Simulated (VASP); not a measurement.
# SiNi2 (P1) in VASP: single point with PBE

Aim: the single point of SiNi2 with PBE.

All numbers are computed with VASP 6.6.1; they aren't measurements. Logs are shortened: lines on timing, memory, paths and dates and some standing lists are left out, and cuts for length are marked.

## 1. The cell of the first run

The typed cell holds 36 atoms: a = 6.887 Å, b = 6.887 Å, c = 10.147 Å, α = 90.00°, β = 90.00°, γ = 120.00°.

## 2. Single point, PBE (dynamics (nvt langevin) at 500 K, volume x 1.05, from the last frame before)

The input, INCAR:

```
ALGO     = Normal         # electronic algorithm
EDIFF    = 1E-6           # SCF threshold, eV
ENCUT    = 520            # plane-wave cutoff, eV
GGA      = PE             # functional
ISIF     = 2              # what is computed and relaxed
ISMEAR   = -1             # smearing method
LASPH    = T              # aspherical terms in the spheres
LCHARG   = F              # write CHGCAR
LREAL    = Auto         
LWAVE    = F              # write WAVECAR
NBANDS   = 168            # bands
NELM     = 60             # most SCF steps
PREC     = Accurate       # precision mode
SIGMA    = 0.05           # smearing width, eV
```

The input, KPOINTS:

```
Automatic mesh
0
Gamma
  3 3 2
  0 0 0.5
```

The input, POSCAR:

```
SiNi2
1.0
    5.9641014385     -3.4433755710      0.0000000000
   -5.9641014385     -3.4433755710      0.0000000000
    0.0000000000      0.0000000000    -10.1465877018
Si Ni
12 24
Direct
   -0.0094658631      0.3165767135      0.1230232307
    0.0151785618      0.3402618991      0.6178914709
    0.3491504162      0.0283222043      0.1118410478
    0.3390684927      0.0034637045      0.6240021952
    0.6590925769      0.6595986045      0.1266161628
    0.6780278733      0.6787372845      0.6441629632
    0.3322733000      0.3288808359      0.3754351820
    0.3376474569      0.3417649254      0.8672897982
    0.6706642039      0.9728190245      0.3571191721
    0.6721892841      1.0008669601      0.8793904180
   -0.0138300120      0.6682335046      0.3749844886
    0.0123667933      0.6811785231      0.8810316594
    0.6711458587      0.3409804482      0.5005213722
    0.6764440672      0.3342243680      0.9972891673
   -0.0157937027      0.9774062053      0.5054555434
   -0.0063222019      1.0071424520      0.9989439108
    0.3229812553      0.6519240173      0.5037378230
    0.3103181237      0.6564512372      0.9934410756
    0.3297259074      0.6515245924      0.2544869345
    0.3552131183      0.6846949388      0.7435797355
    0.6667788618      0.3181804985      0.2517790291
    0.6616630541      0.3459987383      0.7574084240
    0.9978401160      1.0016063162      0.2490559461
    1.0101886814      1.0061664494      0.7539960453
    0.0040276133      0.3465917063      0.3833287716
   -0.0042895877      0.3276745850      0.8838298415
    0.3284325054     -0.0031969983      0.3670058457
    0.3421008505      0.0176452691      0.8762868130
    0.6690627613      0.6593543416      0.3768740893
    0.6729391242      0.6741567427      0.8681209150
    0.3263576461      0.3404694114      0.1199077991
    0.3378377651      0.3209004274      0.6320348464
    0.6636540388      0.9843137425      0.1204779415
    0.6658049933      0.9928006053      0.6146825103
    0.0057485071      0.6717184006      0.1154542822
   -0.0054922572      0.6565679107      0.6256813804
```

Potentials or basis: VASP PAW PBE potentials, release 64 (Si, Ni).

Started as:

```sh
> cat potpaw_PBE.64/Si/POTCAR potpaw_PBE.64/Ni/POTCAR > POTCAR
> mpirun -np 1 vasp_std > vasp.out
```

OUTCAR:

```text
EDIFF = 1E-6
   ENCUT = 520
   GGA = PE
   ISIF = 2
   ISMEAR = -1
   LASPH = T
   LREAL = Auto
   NELM = 60
   PREC = Accurate

 ion  position               nearest neighbor table
   1  0.991  0.317  0.123-  31 2.24  33 2.27  35 2.40  26 2.43  16 2.48  23 2.54  14 2.57  21 2.59
                            18 2.63  25 2.65  19 2.68
   2  0.015  0.340  0.618-  36 2.25  32 2.30  25 2.38  34 2.40  17 2.43  13 2.65  15 2.66  24 2.67
                            20 2.68  26 2.70  22 2.83
   3  0.349  0.028  0.112-  31 2.23  33 2.33  28 2.39  35 2.41  14 2.47  21 2.53  27 2.60  16 2.64
                            23 2.72  18 2.72  19 2.92
   4  0.339  0.003  0.624-  32 2.19  34 2.29  36 2.38  20 2.56  28 2.56  27 2.61  13 2.62  24 2.63
                            15 2.65  22 2.66  17 2.66
   5  0.659  0.660  0.127-  33 2.22  31 2.25  35 2.35  29 2.54  19 2.59  30 2.62  14 2.65  23 2.65
                            16 2.68  21 2.70  18 2.75
   6  0.678  0.679  0.644-  34 2.23  36 2.27  30 2.27  32 2.41  20 2.46  15 2.51  22 2.52  24 2.53
                            29 2.71  13 2.73  17 2.76
   7  0.332  0.329  0.375-  27 2.28  29 2.30  25 2.33  19 2.55  31 2.59  32 2.60  17 2.61  23 2.61
                            13 2.62  21 2.66  15 2.75
   8  0.338  0.342  0.867-  28 2.25  30 2.30  26 2.31  32 2.39  22 2.48  24 2.56  31 2.56  18 2.60
                            20 2.62  16 2.69  14 2.70
   9  0.671  0.973  0.357-  29 2.16  33 2.40  23 2.42  27 2.45  25 2.46  19 2.51  34 2.62  15 2.62
[... 41 lines left out ...]
  30  0.673  0.674  0.868-  10 2.26   6 2.27   8 2.30  12 2.32  22 2.49  20 2.56  24 2.58  16 2.61
                             5 2.62  14 2.69  18 2.75
  31  0.326  0.340  0.120-   3 2.23   1 2.24   5 2.25  19 2.53   8 2.56  18 2.58   7 2.59  16 2.60
                            23 2.65  14 2.73  21 2.77
  32  0.338  0.321  0.632-   4 2.19   2 2.30   8 2.39   6 2.41  22 2.50  24 2.54  13 2.60   7 2.60
                            17 2.67  20 2.70  15 2.72
  33  0.664  0.984  0.120-   5 2.22   1 2.27   3 2.33   9 2.40  10 2.45  16 2.52  23 2.60  21 2.65
                            19 2.67  14 2.68  18 2.68
  34  0.666  0.993  0.615-   6 2.23   4 2.29   2 2.40  20 2.50  15 2.51  17 2.61   9 2.62  13 2.65
                            10 2.69  24 2.72  22 2.84
  35  0.006  0.672  0.115-   5 2.35  12 2.38   1 2.40   3 2.41  18 2.48  14 2.59  16 2.63  11 2.64
                            23 2.67  19 2.70  21 2.76
  36  0.995  0.657  0.626-   2 2.25   6 2.27   4 2.38  13 2.54  11 2.55  15 2.56  22 2.59  17 2.59
                            12 2.60  20 2.68  24 2.69

  LATTYP: Found a hexagonal cell.
 ALAT       =     6.8867511420
 C/A-ratio  =     1.4733489700

  Lattice vectors:

 A1 = (   5.9641014385,  -3.4433755710,   0.0000000000)
 A2 = (  -5.9641014385,  -3.4433755710,   0.0000000000)
 A3 = (   0.0000000000,   0.0000000000, -10.1465877018)

Analysis of symmetry for initial positions (statically):
=====================================================================
 Subroutine PRICEL returns:
 Original cell was already a primitive cell.

 Routine SETGRP: Setting up the symmetry group for a
 hexagonal supercell.

 Subroutine GETGRP returns: Found  1 space group operations
 (whereof  1 operations were pure point group operations)
 out of a pool of 24 trial point group operations.

The static configuration has the point symmetry C_1 .

Analysis of symmetry for dynamics (positions and initial velocities):
=====================================================================
 Subroutine PRICEL returns:
 Original cell was already a primitive cell.

 Routine SETGRP: Setting up the symmetry group for a
 hexagonal supercell.

 Subroutine GETGRP returns: Found  1 space group operations
 (whereof  1 operations were pure point group operations)
 out of a pool of 24 trial point group operations.

The dynamic configuration has the point symmetry C_1 .

 Subroutine INISYM returns: Found  1 space group operations
 (whereof  1 operations are pure point group operations),
 and found     1 'primitive' translations

----------------------------------------------------------------------------------------

                                     Primitive cell

  volume of cell :     416.7537

  direct lattice vectors                    reciprocal lattice vectors
     5.964101439 -3.443375571  0.000000000     0.083834926 -0.145206350  0.000000000
    -5.964101439 -3.443375571  0.000000000    -0.083834926 -0.145206350  0.000000000
     0.000000000  0.000000000-10.146587702     0.000000000  0.000000000 -0.098555300

  length of vectors
     6.886751142  6.886751142 10.146587702     0.167669851  0.167669851  0.098555300

  position of ions in fractional coordinates (direct lattice)
     0.990534137  0.316576713  0.123023231
     0.015178562  0.340261899  0.617891471
     0.349150416  0.028322204  0.111841048
     0.339068493  0.003463704  0.624002195
     0.659092577  0.659598604  0.126616163
     0.678027873  0.678737285  0.644162963
[... 28 lines left out ...]
     0.005748507  0.671718401  0.115454282
     0.994507743  0.656567911  0.625681380

  ion indices of the primitive-cell ions
   primitive index   ion index
                 1           1
                 2           2
                 3           3
                 4           4
                 5           5
                 6           6
[... 28 lines left out ...]
                35          35
                36          36

----------------------------------------------------------------------------------------

 KPOINTS: Automatic mesh

Automatic generation of k-mesh.
 Grid dimensions read from file:
 generate k-points for:    3    3    2

 Generating k-lattice:

  Cartesian coordinates                     Fractional coordinates (reciprocal lattice)
     0.027944975 -0.048402117  0.000000000     0.333333333  0.000000000  0.000000000
    -0.027944975 -0.048402117  0.000000000     0.000000000  0.333333333  0.000000000
     0.000000000  0.000000000 -0.049277650     0.000000000  0.000000000  0.500000000

  Length of vectors
     0.055889950  0.055889950  0.049277650

  Shift w.r.t. Gamma in fractional coordinates (k-lattice)
     0.000000000  0.000000000  0.500000000

 Subroutine IBZKPT returns following result:
 ===========================================

 Found      9 irreducible k-points:

 Following reciprocal coordinates:
            Coordinates               Weight
  0.000000  0.000000  0.250000      2.000000
  0.333333 -0.000000  0.250000      2.000000
 -0.000000  0.333333  0.250000      2.000000
 -0.333333  0.333333  0.250000      2.000000
 -0.333333  0.000000  0.250000      2.000000
  0.000000 -0.333333  0.250000      2.000000
  0.333333 -0.333333  0.250000      2.000000
  0.333333  0.333333  0.250000      2.000000
 -0.333333 -0.333333  0.250000      2.000000
   k-points           NKPTS =      9   k-points in BZ     NKDIM =      9   number of bands    NBANDS=    168
   number of dos      NEDOS =    301   number of ions     NIONS =     36
   total plane-waves  NPLWV = 233280
   dimension x,y,z NGX =    54 NGY =   54 NGZ =   80
   dimension x,y,z NGXF=   108 NGYF=  108 NGZF=  160
   ions per type =              12  24
   NGX,Y,Z   is equivalent  to a cutoff of  13.04, 13.04, 13.11 a.u.
   NGXF,Y,Z  is equivalent  to a cutoff of  26.07, 26.07, 26.22 a.u.
 SYSTEM =  unknown system
   PREC   = accura    normal or accurate (medium, high low for compatibility)
   ISTART =      0    job   : 0-new  1-cont  2-samecut
   ICHARG =      2    charge: 1-file 2-atom 10-const
   ISPIN  =      1    spin polarized calculation?
   LNONCOLLINEAR =      F non collinear calculations
   LSORBIT =      F    spin-orbit coupling
   LASPH  =      T    aspherical Exc in radial PAW
   ENCUT  =  520.0 eV  38.22 Ry    6.18 a.u.  12.80 12.80 18.87*2*pi/ulx,y,z
   NELM   =     60;   NELMIN=  2; NELMDL= -5     # of ELM steps
   EDIFF  = 0.1E-05   stopping-criterion for ELM
   LREAL  =      T    real-space projection
   EDIFFG = 0.1E-04   stopping-criterion for IOM
   NSW    =      0    number of steps for IOM
   IBRION =     -1    ionic relax: 0-MD 1-quasi-New 2-CG
   NFREE  =      0    steps in history (QN), initial steepest desc. (CG)
   ISIF   =      2    stress and relaxation
   ISYM   =      2    0-nonsym 1-usesym 2-fastsym
   POTIM  = 0.5000    time-step for ionic-motion
   TEBEG  =    0.0;   TEEND  =   0.0 temperature during run
   PSTRESS=    0.0 pullay stress
   NELECT =     288.0000    total number of electrons
   NUPDOWN=      -1.0000    fix difference up-down
   EMIN   =  10.00;   EMAX   =-10.00  energy-range for DOS
   EFERMI =   0.00;   METHOD = LEGACY
   ISMEAR =    -1;   SIGMA  =   0.05  broadening in eV -4-tet -1-fermi 0-gaus
   EFERMI_NEDOS =   21; number of points for ismear=-14 and -15
   IALGO  =     38    algorithm
   IMIX   =      4    mixing-type and parameters
     AMIX     =   0.40;   BMIX     =  1.00
     AMIX_MAG =   1.60;   BMIX_MAG =  1.00
  volume/ion in A,a.u.               =      11.58        78.12
  Fermi-wavevector in a.u.,A,eV,Ry     =   1.447369  2.735130 28.502522  2.094876
  Thomas-Fermi vector in A             =   2.565331
   LORBIT       =      0    0 simple, 1 ext, 2 COOP (PROOUT), +10 PAW based schemes
   GGA     = PE    functional components
   LHFCALC =     F    Hartree Fock is set to
   AEXX    =    0.0000 exact exchange contribution
   IVDW    =     0    specifies the selected vdW correction
   LEPSILON=     F    determine dielectric tensor
   LRPA    =     F    only Hartree local field effects (RPA)
 non-spin polarized calculation
  energy-cutoff  :      520.00
  volume of cell :      416.75
 maximum number of plane-waves:     11238
 NGX is ok and might be reduce to    54
   NGX = 25   NGY = 25   NGZ = 37

 number of electron     288.0000040 magnetization

 Free energy of the ion-electron system (eV)
  ---------------------------------------------------
  ext. energy  EPLUGINS =         0.00000000
  ---------------------------------------------------
  free energy    TOTEN  =      -212.71638786 eV

  energy without entropy =     -212.54447865  energy(sigma->0) =     -212.63043325

 E-fermi :  10.2570     XC(G=0): -12.6179

 val. band max:       10.2534201603   @ k =   0.3333  -0.0000   0.2500
 cond. band min:      10.2686680839   @ k =  -0.3333   0.0000   0.2500
 fundamental gap:      0.0152479236
 Fermi energy:        10.2570248844

 k-point     1 :       0.0000    0.0000    0.2500
  band No.  band energies     occupation
      1      -1.7961      2.00000
      2      -1.0814      2.00000
      3       0.2013      2.00000
      4       1.1425      2.00000
      5       1.2412      2.00000
      6       1.2671      2.00000
[... 1420 lines left out ...]
    155      12.0080      0.00000
    156      12.0492      0.00000
 [bands above 156 left out]

------------------------ aborting loop because EDIFF is reached ----------------------------------------

  FORCE on cell =-STRESS in cart. coord.  units (eV):
  Direction    XX          YY          ZZ          XY          YZ          ZX
  --------------------------------------------------------------------------------------
  -------------------------------------------------------------------------------------
  Total      -17.1450646    -20.7302759    -12.4314020      1.0219605     -0.5513678      0.1974242
  in kB      -65.9128794    -79.6959480    -47.7915668      3.9288483     -2.1196910      0.7589820
  external PRESSURE =     -64.4667981 kB  Pullay stress =       0.0000000 kB

 VOLUME and BASIS-vectors are now :
 -----------------------------------------------------------------------------
  energy-cutoff  :      520.00
  volume of cell :      416.75
      direct lattice vectors                 reciprocal lattice vectors
     5.964101439 -3.443375571  0.000000000     0.083834926 -0.145206350  0.000000000
    -5.964101439 -3.443375571  0.000000000    -0.083834926 -0.145206350  0.000000000
     0.000000000  0.000000000-10.146587702     0.000000000  0.000000000 -0.098555300

 POSITION                                       TOTAL-FORCE (eV/Angst)
 -----------------------------------------------------------------------------------
      4.01955     -4.50087     -1.24827        -0.828337     -0.395614     -0.263711
     -1.93883     -1.22392     -6.26949         0.133714      0.786446     -0.308939
      1.91345     -1.29978     -1.13481         0.533137      0.897456     -0.475097
      2.00158     -1.17947     -6.33149         0.607507      0.699758      0.227042
     -0.00302     -4.54075     -1.28472         0.684649     -0.203137     -0.095015
     -0.00423     -4.67185     -6.53606         0.263589      0.720636      0.935155
[... 28 lines left out ...]
     -3.97191     -2.33277     -1.17147        -0.133411      0.015995     -0.689352
      2.01551     -5.68527     -6.34853         0.079365     -0.657636     -0.363525
 -----------------------------------------------------------------------------------
    total drift:                                0.000174     -0.002782      0.000322

  FREE ENERGIE OF THE ION-ELECTRON SYSTEM (eV)
  ---------------------------------------------------
  free  energy   TOTEN  =      -212.7163878583 eV

  energy  without entropy=     -212.5444786493  energy(sigma->0) =     -212.63043325
```

Wall time 29 min (1 thread of Intel Xeon 6975P-C (Granite Rapids), shared host); peak memory 0.76 GiB.

What came out:

```
Free energy            : -212.7164 eV
Pressure               : -6.4 GPa
Largest force          : 1.954 eV/Å
Band gap on the k mesh : zero (band 144 reaches 10.29 eV, above the bottom of band 145 at 10.03 eV)
```

Forces in eV/Å, atoms in the order of the input:
```
Si  -0.828 -0.396 -0.264
Si   0.134  0.786 -0.309
Si   0.533  0.897 -0.475
Si   0.608  0.700  0.227
Si   0.685 -0.203 -0.095
Si   0.264  0.721  0.935
Si  -0.140  0.031 -0.039
Si  -0.442 -0.028 -0.346
Si  -1.692 -0.767 -0.607
Si  -0.461  0.289  0.393
Si   1.069 -0.735  0.058
Si   0.142  0.411  0.400
Ni   0.014  0.428 -0.183
Ni  -0.392  0.041 -0.690
Ni   0.075 -0.636  0.416
Ni   0.610  0.079 -0.156
Ni   0.060 -0.505  0.304
Ni   0.369 -0.786 -0.173
Ni  -0.161 -0.227  0.306
Ni  -0.275  0.411 -0.563
Ni  -0.108 -0.169  0.411
Ni   0.799 -0.090  0.674
Ni   0.084 -0.127 -0.137
Ni  -0.124  0.096  0.341
Ni   0.439  0.978  0.376
Ni  -0.305 -0.586  0.832
Ni   0.565  0.009 -0.189
Ni   0.549  0.330  0.059
Ni  -0.205  1.079  0.075
Ni   0.048  0.023 -1.003
Ni   0.409 -0.166 -0.023
Ni  -0.797 -0.575  0.465
Ni  -0.792  0.289 -0.068
Ni  -0.681 -0.961  0.102
Ni  -0.133  0.016 -0.689
Ni   0.079 -0.658 -0.364
```

Stress tensor (GPa, compression positive):
```
-6.59  0.39  0.08
 0.39 -7.97 -0.21
 0.08 -0.21 -4.78
```

Caveat: forces of over 1 eV/Å act on the atoms, so gaps and moduli don't describe the material at rest. Spin polarisation is off, so any magnetic state and its effect on volume and gap are missing.
